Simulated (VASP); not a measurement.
# SnO (P4/nmm) in VASP: a series of runs, part 2 of 2

VASP 6.6.1.

### Step 3. Single point, LDA (17.41 Å³/atom)

This run uses another cell than the first one, of 17.41 Å³/atom.

Contents of INCAR:

```
SYSTEM = SnO
ALGO = Normal
EDIFF = 1E-6
ENCUT = 600
GGA_COMPAT = .False.
ISIF = 2
ISMEAR = -1
LASPH = .True.
LCHARG = .False.
LREAL = .False.
LWAVE = .False.
NBANDS = 28
NELM = 120
PREC = Accurate
SIGMA = 0.05
```

Contents of KPOINTS:

```
k-points
0
Gamma
  7 7 6
  0 0 0
```

Contents of POSCAR:

```
SnO
1.0
    3.7880991788      0.0000000000      0.0000000000
    0.0000000000      3.7880991788      0.0000000000
    0.0000000000      0.0000000000      4.8541142359
Sn O
2 2
Direct
    0.5000000000      0.0000000000      0.7646261400
    0.0000000000      0.5000000000      0.2353738600
    0.0000000000      0.0000000000      0.0000000000
    0.5000000000      0.5000000000      0.0000000000
```

Potentials or basis: VASP PAW LDA potentials, release 64 (Sn_d, O).

Run with:

```bash
> cat potpaw_LDA.64/Sn_d/POTCAR potpaw_LDA.64/O/POTCAR > POTCAR
> mpirun -np 1 vasp_std > vasp.out
```

OUTCAR:

```text
SYSTEM = SnO
   EDIFF = 1E-6
   ENCUT = 600
   ISIF = 2
   ISMEAR = -1
   LASPH = .True.
   LREAL = .False.
   NELM = 120
   PREC = Accurate

 ion  position               nearest neighbor table
   1  0.500  0.000  0.765-   3 2.21   4 2.21   4 2.21   3 2.21   2 3.52   2 3.52   2 3.52   2 3.52
                             2 3.71   2 3.71   2 3.71   2 3.71
   2  0.000  0.500  0.235-   3 2.21   4 2.21   3 2.21   4 2.21   1 3.52   1 3.52   1 3.52   1 3.52
                             1 3.71   1 3.71   1 3.71   1 3.71
   3  0.000  0.000  0.000-   1 2.21   2 2.21   2 2.21   1 2.21
   4  0.500  0.500  0.000-   1 2.21   2 2.21   1 2.21   2 2.21

[... 948 lines left out ...]
  -------------------------------------------------------------------------------------
  Total       -0.5177194     -0.5177194     -0.5043168      0.0000000     -0.0000000      0.0000000
  in kB      -11.9083700    -11.9083700    -11.6000886      0.0000000     -0.0000000      0.0000000
  external PRESSURE =     -11.8056095 kB  Pullay stress =       0.0000000 kB

 VOLUME and BASIS-vectors are now :
 -----------------------------------------------------------------------------
  energy-cutoff  :      600.00
  volume of cell :       69.66
      direct lattice vectors                 reciprocal lattice vectors
     3.788099179  0.000000000  0.000000000     0.263984641  0.000000000  0.000000000
     0.000000000  3.788099179  0.000000000     0.000000000  0.263984641  0.000000000
     0.000000000  0.000000000  4.854114236     0.000000000  0.000000000  0.206010809

 POSITION                                       TOTAL-FORCE (eV/Angst)
 -----------------------------------------------------------------------------------
      1.89405      0.00000      3.71158         0.000000      0.000000     -0.151817
      0.00000      1.89405      1.14253        -0.000000      0.000000      0.151817
      0.00000      0.00000      0.00000        -0.000000     -0.000000      0.000000
      1.89405      1.89405      0.00000        -0.000000      0.000000      0.000000
 -----------------------------------------------------------------------------------
    total drift:                                0.000000      0.000000      0.000000

  FREE ENERGIE OF THE ION-ELECTRON SYSTEM (eV)
  ---------------------------------------------------
  free  energy   TOTEN  =       -25.7174493853 eV

  energy  without entropy=      -25.7170706953  energy(sigma->0) =      -25.71726004
```

OSZICAR:

```text
N       E                     dE             d eps       ncg     rms          rms(c)
DAV:   1     0.440482065324E+03    0.44048E+03   -0.21712E+04  2320   0.239E+03
DAV:   2     0.385756146821E+02   -0.40191E+03   -0.38503E+03  2308   0.585E+02
DAV:   3    -0.260422488809E+02   -0.64618E+02   -0.63354E+02  2532   0.189E+02
DAV:   4    -0.292355544977E+02   -0.31933E+01   -0.31752E+01  2600   0.445E+01
DAV:   5    -0.293124363306E+02   -0.76882E-01   -0.76870E-01  2448   0.752E+00    0.114E+01
DAV:   6    -0.258276842357E+02    0.34848E+01   -0.16020E+01  3620   0.450E+01    0.505E+00
DAV:   7    -0.257726186427E+02    0.55066E-01   -0.19644E+00  2708   0.866E+00    0.244E+00
DAV:   8    -0.257309409831E+02    0.41678E-01   -0.32695E-01  2872   0.377E+00    0.777E-01
DAV:   9    -0.257170285765E+02    0.13912E-01   -0.45766E-02  3436   0.229E+00    0.212E-01
DAV:  10    -0.257177409277E+02   -0.71235E-03   -0.61822E-03  3200   0.700E-01    0.125E-01
DAV:  11    -0.257174330177E+02    0.30791E-03   -0.13228E-03  3464   0.356E-01    0.188E-02
DAV:  12    -0.257174543624E+02   -0.21345E-04   -0.21507E-04  2324   0.817E-02    0.255E-02
DAV:  13    -0.257174494903E+02    0.48721E-05   -0.16116E-05  3052   0.360E-02    0.573E-03
DAV:  14    -0.257174493853E+02    0.10496E-06   -0.19951E-06  1868   0.879E-03
   1 F= -.25717449E+02 E0= -.25717260E+02  d E =-.378690E-03
```

stdout:

```text
POSCAR found type information on POSCAR SnO
 POSCAR found :  2 types and       4 ions
 scaLAPACK will be used
 LDA part: xc-table for (Slater(with rela. corr.)+CA(PZ))
 , standard interpolation
 POSCAR, INCAR and KPOINTS ok, starting setup
 FFT: planning ... GRIDC
 FFT: planning ... GRID_SOFT
 FFT: planning ... GRID
 WAVECAR not read
 entering main loop
```

Wall time 82 s (1 thread of Intel Xeon Platinum 8488C (Sapphire Rapids), shared host); peak memory 0.2 GiB.

Results:

```
Free energy            : -25.7174 eV
Pressure               : -1.2 GPa
Largest force          : 0.152 eV/Å
Band gap on the k mesh : 0.38 eV (least direct gap 1.96 eV)
```

Forces in eV/Å, atoms in the order of the input:
```
Sn   0.000  0.000 -0.152
Sn   0.000  0.000  0.152
O    0.000  0.000  0.000
O    0.000  0.000  0.000
```

Caveat: spin-orbit coupling is left out, which moves the levels of the heavy elements; an odd mesh through Γ misses points on the zone boundary, where band edges can lie.
